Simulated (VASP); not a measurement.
# Si3N4 (P6_3/m) in VASP: a series of runs

Si3N4 is run at these levels: PBE; tasks: single point.

Everything below comes from runs of VASP 6.6.1. Logs are shortened: lines on timing, memory, paths and dates and some standing lists are left out, and cuts for length are marked.

### Step 1. The cell of the first run

The structure is hexagonal, space group P6_3/m (No. 176). Conventional cell: a = 7.663 Å, b = 7.663 Å, c = 2.926 Å, α = 90.00°, β = 90.00°, γ = 120.00°. Si (site symmetry m) has 4 N at 1.74 to 1.75 Å within 2.3 Å. Within 2.3 Å of N (site symmetry -6) lie 3 Si at 1.74 Å. N (site symmetry m) has 3 Si at 1.75 Å within 2.3 Å.

### Step 2. Single point, PBE

The input, INCAR:

```
PREC     = Accurate       # precision mode
ENCUT    = 600            # plane-wave cutoff, eV
EDIFF    = 1E-6           # SCF threshold, eV
ISMEAR   = 0              # smearing method
SIGMA    = 0.01           # smearing width, eV
LREAL    = Auto         
LASPH    = T              # aspherical terms in the spheres
NELM     = 120            # most SCF steps
ALGO     = Normal         # electronic algorithm
ISIF     = 2              # what is computed and relaxed
LWAVE    = F              # write WAVECAR
LCHARG   = F              # write CHGCAR
GGA      = PE             # functional
NBANDS   = 123            # bands
GGA_COMPAT= F
```

The input, KPOINTS:

```
regular mesh
0
Gamma
  1 1 5
```

The input, POSCAR:

```
Si3N4
1.0
   11.4950825037      6.6366889779      0.0000000000
  -11.4950825037      6.6366889779      0.0000000000
    0.0000000000      0.0000000000      2.9261389980
Si N
18 24
Direct
    0.0186959367      0.8062925367      0.7500000000
    0.3520292700      0.4729592033      0.7500000000
    0.6853626033      0.1396258700      0.7500000000
    0.2124034000      0.0186959367      0.2500000000
    0.5457367333      0.6853626033      0.2500000000
    0.8790700667      0.3520292700      0.2500000000
    0.1396258700      0.4542632667      0.2500000000
    0.4729592033      0.1209299333      0.2500000000
    0.8062925367      0.7875966000      0.2500000000
    0.1937074633      0.2124034000      0.7500000000
    0.5270407967      0.8790700667      0.7500000000
    0.8603741300      0.5457367333      0.7500000000
    0.1209299333      0.6479707300      0.7500000000
    0.4542632667      0.3146373967      0.7500000000
    0.7875966000      0.9813040633      0.7500000000
    0.3146373967      0.8603741300      0.2500000000
    0.6479707300      0.5270407967      0.2500000000
    0.9813040633      0.1937074633      0.2500000000
    0.0000000000      0.6666666667      0.7500000000
    0.3333333333      0.3333333333      0.7500000000
    0.6666666667      0.0000000000      0.7500000000
    0.0000000000      0.3333333333      0.2500000000
    0.3333333333      0.0000000000      0.2500000000
    0.6666666667      0.6666666667      0.2500000000
    0.2130568067      0.4569382300      0.7500000000
    0.5463901400      0.1236048967      0.7500000000
    0.8797234733      0.7902715633      0.7500000000
    0.0894519100      0.8797234733      0.2500000000
    0.4227852433      0.5463901400      0.2500000000
    0.7561185767      0.2130568067      0.2500000000
    0.1236048967      0.5772147567      0.2500000000
    0.4569382300      0.2438814233      0.2500000000
    0.7902715633      0.9105480900      0.2500000000
    0.2097284367      0.0894519100      0.7500000000
    0.5430617700      0.7561185767      0.7500000000
    0.8763951033      0.4227852433      0.7500000000
    0.1202765267      0.2097284367      0.2500000000
    0.4536098600      0.8763951033      0.2500000000
    0.7869431933      0.5430617700      0.2500000000
    0.2438814233      0.7869431933      0.7500000000
    0.5772147567      0.4536098600      0.7500000000
    0.9105480900      0.1202765267      0.7500000000
```

Potentials or basis: VASP PAW PBE potentials, release 64 (Si, N).

On the command line:

```bash
cat potpaw_PBE.64/Si/POTCAR potpaw_PBE.64/N/POTCAR > POTCAR
mpirun -np 1 vasp_std > vasp.out
```

OUTCAR:

```text
PREC = Accurate
   ENCUT = 600
   EDIFF = 1E-6
   ISMEAR = 0
   LREAL = Auto
   LASPH = T
   NELM = 120
   ISIF = 2
   GGA = PE

 ion  position               nearest neighbor table
   1  0.019  0.806  0.750-  19 1.74  27 1.75  28 1.75  28 1.75  13 3.02  12 3.02   9 3.07   9 3.07
                             4 3.07   4 3.07
   2  0.352  0.473  0.750-  20 1.74  25 1.75  29 1.75  29 1.75  14 3.02  10 3.02   5 3.07   5 3.07
                             7 3.07   7 3.07
   3  0.685  0.140  0.750-  21 1.74  26 1.75  30 1.75  30 1.75  11 3.02  15 3.02   8 3.07   8 3.07
                             6 3.07   6 3.07
   4  0.212  0.019  0.250-  23 1.74  28 1.75  34 1.75  34 1.75   8 3.02  16 3.02  10 3.07  10 3.07
                             1 3.07   1 3.07
   5  0.546  0.685  0.250-  24 1.74  29 1.75  35 1.75  35 1.75  17 3.02   9 3.02   2 3.07   2 3.07
                            11 3.07  11 3.07
   6  0.879  0.352  0.250-  22 1.74  30 1.75  36 1.75  36 1.75   7 3.02  18 3.02  12 3.07  12 3.07
                             3 3.07   3 3.07
   7  0.140  0.454  0.250-  22 1.74  31 1.75  25 1.75  25 1.75   6 3.02  18 3.02  13 3.07  13 3.07
                             2 3.07   2 3.07
   8  0.473  0.121  0.250-  23 1.74  32 1.75  26 1.75  26 1.75  16 3.02   4 3.02   3 3.07   3 3.07
                            14 3.07  14 3.07
   9  0.806  0.788  0.250-  24 1.74  33 1.75  27 1.75  27 1.75  17 3.02   5 3.02  15 3.07  15 3.07
[... 50 lines left out ...]
 A1 = (  11.4950825037,   6.6366889779,   0.0000000000)
 A2 = ( -11.4950825037,   6.6366889779,   0.0000000000)
 A3 = (   0.0000000000,   0.0000000000,   2.9261389980)

Analysis of symmetry for initial positions (statically):
=====================================================================
 Subroutine PRICEL returns following result:

  LATTYP: Found a hexagonal cell.
 ALAT       =     7.6633883374
 C/A-ratio  =     0.3818335792

  Lattice vectors:

 A1 = (  -3.8316941687,  -6.6366889792,   0.0000000000)
 A2 = (   7.6633883362,   0.0000000007,   0.0000000000)
 A3 = (   0.0000000000,   0.0000000000,   2.9261389980)

   3 primitive cells build up your supercell.

 Routine SETGRP: Setting up the symmetry group for a
 hexagonal supercell.

 Subroutine GETGRP returns: Found 12 space group operations
 (whereof  6 operations were pure point group operations)
 out of a pool of 24 trial point group operations.

The static configuration has the point symmetry S_6 .
 The point group associated with its full space group is C_6h.

Analysis of symmetry for dynamics (positions and initial velocities):
=====================================================================
 Subroutine PRICEL returns following result:

  LATTYP: Found a hexagonal cell.
 ALAT       =     7.6633883374
 C/A-ratio  =     0.3818335792

  Lattice vectors:

 A1 = (  -3.8316941687,  -6.6366889792,   0.0000000000)
 A2 = (   7.6633883362,   0.0000000007,   0.0000000000)
 A3 = (   0.0000000000,   0.0000000000,   2.9261389980)

   3 primitive cells build up your supercell.

 Routine SETGRP: Setting up the symmetry group for a
 hexagonal supercell.

 Subroutine GETGRP returns: Found 12 space group operations
 (whereof  6 operations were pure point group operations)
 out of a pool of 24 trial point group operations.

The dynamic configuration has the point symmetry S_6 .
 The point group associated with its full space group is C_6h.

 Subroutine INISYM returns: Found 12 space group operations
 (whereof  6 operations are pure point group operations),
 and found     3 'primitive' translations

----------------------------------------------------------------------------------------

                                     Primitive cell

  volume of cell :     148.8220

  direct lattice vectors                    reciprocal lattice vectors
    -3.831694169 -6.636688979  0.000000000     0.000000000 -0.150677545  0.000000000
     7.663388336  0.000000001  0.000000000     0.130490581 -0.075338772  0.000000000
     0.000000000  0.000000000  2.926138998     0.000000000  0.000000000  0.341747265

  length of vectors
     7.663388337  7.663388336  2.926138998     0.150677545  0.150677545  0.341747265

  position of ions in fractional coordinates (direct lattice)
     0.175011527  0.406110863  0.750000000
     0.768900663  0.175011527  0.250000000
     0.406110864  0.231099337  0.250000000
     0.593889137  0.768900663  0.750000000
     0.231099337  0.824988473  0.750000000
     0.824988473  0.593889137  0.250000000
     0.333333333  0.666666667  0.750000000
     0.666666667  0.333333333  0.250000000
     0.330004964  0.299180347  0.750000000
     0.030824617  0.330004963  0.250000000
     0.299180347  0.969175383  0.250000000
     0.700819653  0.030824617  0.750000000
     0.669995037  0.700819653  0.250000000
     0.969175383  0.669995037  0.750000000

  ion indices of the primitive-cell ions
   primitive index   ion index
                 1           1
                 2           4
                 3           9
                 4          12
                 5          13
                 6          16
                 7          19
                 8          23
                 9          27
                10          28
                11          33
                12          34
                13          39
                14          40

----------------------------------------------------------------------------------------

 KPOINTS: regular mesh

Automatic generation of k-mesh.
 Grid dimensions read from file:
 generate k-points for:    1    1    5

 Generating k-lattice:

  Cartesian coordinates                     Fractional coordinates (reciprocal lattice)
     0.043496860  0.075338772  0.000000000     1.000000000  0.000000000  0.000000000
    -0.043496860  0.075338772  0.000000000     0.000000000  1.000000000  0.000000000
     0.000000000  0.000000000  0.068349453     0.000000000  0.000000000  0.200000000

  Length of vectors
     0.086993721  0.086993721  0.068349453

  Shift w.r.t. Gamma in fractional coordinates (k-lattice)
     0.000000000  0.000000000  0.000000000

 Subroutine IBZKPT returns following result:
 ===========================================

 Found      3 irreducible k-points:

 Following reciprocal coordinates:
            Coordinates               Weight
  0.000000  0.000000  0.000000      1.000000
  0.000000  0.000000  0.200000      2.000000
  0.000000  0.000000  0.400000      2.000000
   k-points           NKPTS =      3   k-points in BZ     NKDIM =      3   number of bands    NBANDS=    123
   number of dos      NEDOS =    301   number of ions     NIONS =     42
   total plane-waves  NPLWV = 279936
   dimension x,y,z NGX =   108 NGY =  108 NGZ =   24
   dimension x,y,z NGXF=   216 NGYF=  216 NGZF=   48
   ions per type =              18  24
   NGX,Y,Z   is equivalent  to a cutoff of  13.53, 13.53, 13.64 a.u.
   NGXF,Y,Z  is equivalent  to a cutoff of  27.05, 27.05, 27.27 a.u.
 SYSTEM =  unknown system
   PREC   = accura    normal or accurate (medium, high low for compatibility)
   ISTART =      0    job   : 0-new  1-cont  2-samecut
   ICHARG =      2    charge: 1-file 2-atom 10-const
   ISPIN  =      1    spin polarized calculation?
   LNONCOLLINEAR =      F non collinear calculations
   LSORBIT =      F    spin-orbit coupling
   LASPH  =      T    aspherical Exc in radial PAW
   ENCUT  =  600.0 eV  44.10 Ry    6.64 a.u.  26.51 26.51  5.84*2*pi/ulx,y,z
   NELM   =    120;   NELMIN=  2; NELMDL= -5     # of ELM steps
   EDIFF  = 0.1E-05   stopping-criterion for ELM
   LREAL  =      T    real-space projection
   EDIFFG = 0.1E-04   stopping-criterion for IOM
   NSW    =      0    number of steps for IOM
[... 5 lines left out ...]
   TEBEG  =    0.0;   TEEND  =   0.0 temperature during run
   PSTRESS=    0.0 pullay stress
   NELECT =     192.0000    total number of electrons
   NUPDOWN=      -1.0000    fix difference up-down
   EMIN   =  10.00;   EMAX   =-10.00  energy-range for DOS
   EFERMI =   0.00;   METHOD = LEGACY
   ISMEAR =     0;   SIGMA  =   0.01  broadening in eV -4-tet -1-fermi 0-gaus
   EFERMI_NEDOS =   21; number of points for ismear=-14 and -15
   IALGO  =     38    algorithm
   IMIX   =      4    mixing-type and parameters
     AMIX     =   0.40;   BMIX     =  1.00
     AMIX_MAG =   1.60;   BMIX_MAG =  1.00
  volume/ion in A,a.u.               =      10.63        71.74
  Fermi-wavevector in a.u.,A,eV,Ry     =   1.235698  2.335131 20.775416  1.526950
  Thomas-Fermi vector in A             =   2.370337
   LORBIT       =      0    0 simple, 1 ext, 2 COOP (PROOUT), +10 PAW based schemes
   GGA     = PE    functional components
   LHFCALC =     F    Hartree Fock is set to
   AEXX    =    0.0000 exact exchange contribution
   IVDW    =     0    specifies the selected vdW correction
   LEPSILON=     F    determine dielectric tensor
   LRPA    =     F    only Hartree local field effects (RPA)
 non-spin polarized calculation
 Gauss-broadening in eV      SIGMA  =   0.01
  energy-cutoff  :      600.00
  volume of cell :      446.47
 maximum number of plane-waves:     14952
 NGX is ok and might be reduce to   108
   NGX = 53   NGY = 53   NGZ = 11

 number of electron     191.9999989 magnetization

 Free energy of the ion-electron system (eV)
  ---------------------------------------------------
  ext. energy  EPLUGINS =         0.00000000
  ---------------------------------------------------
  free energy    TOTEN  =      -343.64625197 eV

  energy without entropy =     -343.64625197  energy(sigma->0) =     -343.64625197

 E-fermi :   6.5944     XC(G=0): -10.7087

 val. band max:        6.5374427102   @ k =   0.0000   0.0000   0.2000
 cond. band min:      10.7897991553   @ k =   0.0000   0.0000   0.0000
 fundamental gap:      4.2523564451
 Fermi energy:         6.5943607487

 k-point     1 :       0.0000    0.0000    0.0000
  band No.  band energies     occupation
      1     -11.5266      2.00000
      2     -10.8976      2.00000
      3     -10.8976      2.00000
      4     -10.8976      2.00000
      5     -10.8976      2.00000
      6     -10.7215      2.00000
[... 322 lines left out ...]
    107      12.4975      0.00000
    108      12.4975      0.00000
 [bands above 108 left out]

------------------------ aborting loop because EDIFF is reached ----------------------------------------

  FORCE on cell =-STRESS in cart. coord.  units (eV):
  Direction    XX          YY          ZZ          XY          YZ          ZX
  --------------------------------------------------------------------------------------
  -------------------------------------------------------------------------------------
  Total       -1.0404459     -1.0404459     -0.9301642     -0.0000002      0.0000000      0.0000000
  in kB       -3.7337185     -3.7337185     -3.3379644     -0.0000006      0.0000000      0.0000000
  external PRESSURE =      -3.6018004 kB  Pullay stress =       0.0000000 kB

 VOLUME and BASIS-vectors are now :
 -----------------------------------------------------------------------------
  energy-cutoff  :      600.00
  volume of cell :      446.47
      direct lattice vectors                 reciprocal lattice vectors
    11.495082504  6.636688978  0.000000000     0.043496860  0.075338772  0.000000000
   -11.495082504  6.636688978  0.000000000    -0.043496860  0.075338772  0.000000000
     0.000000000  0.000000000  2.926138998     0.000000000  0.000000000  0.341747265

 POSITION                                       TOTAL-FORCE (eV/Angst)
 -----------------------------------------------------------------------------------
     -9.05349      5.47519      2.19460        -0.002384      0.003211      0.000000
     -1.39010      5.47519      2.19460        -0.002384      0.003211     -0.000000
      6.27329      5.47519      2.19460        -0.002384      0.003211      0.000000
      2.22668      1.53373      0.73153        -0.003973     -0.000460      0.000000
     -1.60501      8.17042      0.73153        -0.003973     -0.000460     -0.000000
      6.05838      8.17042      0.73153        -0.003973     -0.000460     -0.000000
[... 34 lines left out ...]
      1.42085      6.84126      2.19460         0.002016      0.002565      0.000000
      9.08424      6.84126      2.19460         0.002016      0.002565      0.000000
 -----------------------------------------------------------------------------------
    total drift:                                0.000000     -0.000000     -0.000000

  FREE ENERGIE OF THE ION-ELECTRON SYSTEM (eV)
  ---------------------------------------------------
  free  energy   TOTEN  =      -343.6462519710 eV

  energy  without entropy=     -343.6462519710  energy(sigma->0) =     -343.64625197
```

Run time: 11 min. Hardware: 1 thread of Oxide Virtual Turin-like, shared host; peak memory 0.59 GiB.

What came out:

```yaml
Free_energy: -343.6463 eV
Pressure: -0.4 GPa
Largest_force: 0.004 eV/Å
Band_gap_on_the_k_mesh: 4.25 eV
```

Forces on the atoms (eV/Å):
```
Si  -0.002  0.003  0.000
Si  -0.002  0.003  0.000
Si  -0.002  0.003  0.000
Si  -0.004  0.000  0.000
Si  -0.004  0.000  0.000
Si  -0.004  0.000  0.000
Si   0.002  0.004  0.000
Si   0.002  0.004  0.000
Si   0.002  0.004  0.000
Si  -0.002 -0.004  0.000
Si  -0.002 -0.004  0.000
Si  -0.002 -0.004  0.000
Si   0.004  0.000  0.000
Si   0.004  0.000  0.000
Si   0.004  0.000  0.000
Si   0.002 -0.003  0.000
Si   0.002 -0.003  0.000
Si   0.002 -0.003  0.000
N    0.000  0.000  0.000
N    0.000  0.000  0.000
N    0.000  0.000  0.000
N    0.000  0.000  0.000
N    0.000  0.000  0.000
N    0.000  0.000  0.000
N   -0.003  0.000  0.000
N   -0.003  0.000  0.000
N   -0.003  0.000  0.000
N   -0.002 -0.003  0.000
N   -0.002 -0.003  0.000
N   -0.002 -0.003  0.000
N   -0.001  0.003  0.000
N   -0.001  0.003  0.000
N   -0.001  0.003  0.000
N    0.001 -0.003  0.000
N    0.001 -0.003  0.000
N    0.001 -0.003  0.000
N    0.003  0.000  0.000
N    0.003  0.000  0.000
N    0.003  0.000  0.000
N    0.002  0.003  0.000
N    0.002  0.003  0.000
N    0.002  0.003  0.000
```

Caveat: the k points lie up to 0.55 Å⁻¹ apart. A k mesh can miss the band edges.

(Continued in part 2 of 2.)
